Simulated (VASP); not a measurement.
Write the native input for VASP 6.6.1 that does the following.

```
Task                   : relaxation of cell and atoms
Functional             : PBEsol
Potentials or basis    : VASP PAW PBE potentials, release 64 (Sc_sv, Tl_d, B)
Cutoff                 : 600 eV
k mesh                 : 8 × 8 × 8
Occupations            : gaussian, width 0.1 eV
Spin                   : no spin polarisation
Dipole correction      : no
Further INCAR settings : ALGO = Fast; EDIFF = 1e-06; IBRION = 2; EDIFFG = -0.005; NSW = 100; ISIF = 3
```

The structure of Sc3TlB lies in POSCAR:

```
Sc3TlB
1.0
    4.5200000000      0.0000000000      0.0000000000
    0.0000000000      4.5200000000      0.0000000000
    0.0000000000      0.0000000000      4.5200000000
Sc Tl B
3 1 1
Direct
    0.0000000000      0.5000000000      0.5000000000
    0.5000000000      0.0000000000      0.5000000000
    0.5000000000      0.5000000000      0.0000000000
    0.0000000000      0.0000000000      0.0000000000
    0.5000000000      0.5000000000      0.5000000000
```

One way to write it, as run:

INCAR

```
PREC     = Accurate       # precision mode
ENCUT    = 600            # plane-wave cutoff, eV
EDIFF    = 1E-6           # SCF threshold, eV
ISMEAR   = 0              # smearing method
SIGMA    = 0.1            # smearing width, eV
LREAL    = False          # projectors in reciprocal space
LASPH    = True           # aspherical terms in the spheres
NELM     = 80             # most SCF steps
ALGO     = Fast           # electronic algorithm
ISIF     = 3              # what is computed and relaxed
LWAVE    = False          # write WAVECAR
LCHARG   = False          # write CHGCAR
GGA      = PS             # functional
IBRION   = 2              # ionic algorithm
NSW      = 100            # ionic steps
EDIFFG   = -0.005         # ionic threshold
```

KPOINTS

```
Automatic mesh
0
Gamma
  8 8 8
```

Potentials or basis: VASP PAW PBE potentials, release 64 (Sc_sv, Tl_d, B).

Command:

```console
$ cat potpaw_PBE.64/Sc_sv/POTCAR potpaw_PBE.64/Tl_d/POTCAR potpaw_PBE.64/B/POTCAR > POTCAR
$ mpirun -np 1 vasp_std > vasp.out
```

It gave:

The relaxed volume is 19.92 Å³/atom. The relaxed cell is a = 4.635 Å, b = 4.635 Å, c = 4.635 Å, α = 90.00°, β = 90.00°, γ = 90.00° and the space group after relaxing (to 0.05 Å) is Pm-3m (No. 221). The energy gained by relaxing is 30.6 meV/atom. The ionic steps are 3 and the pressure after relaxing is 0.0 GPa.

Caveat: the PAW data sets were made with another functional, which shifts forces and pressure a little.

Run time: 4.5 min on 1 thread of Intel Xeon 6975P-C (shared host), peak memory 0.29 GiB.
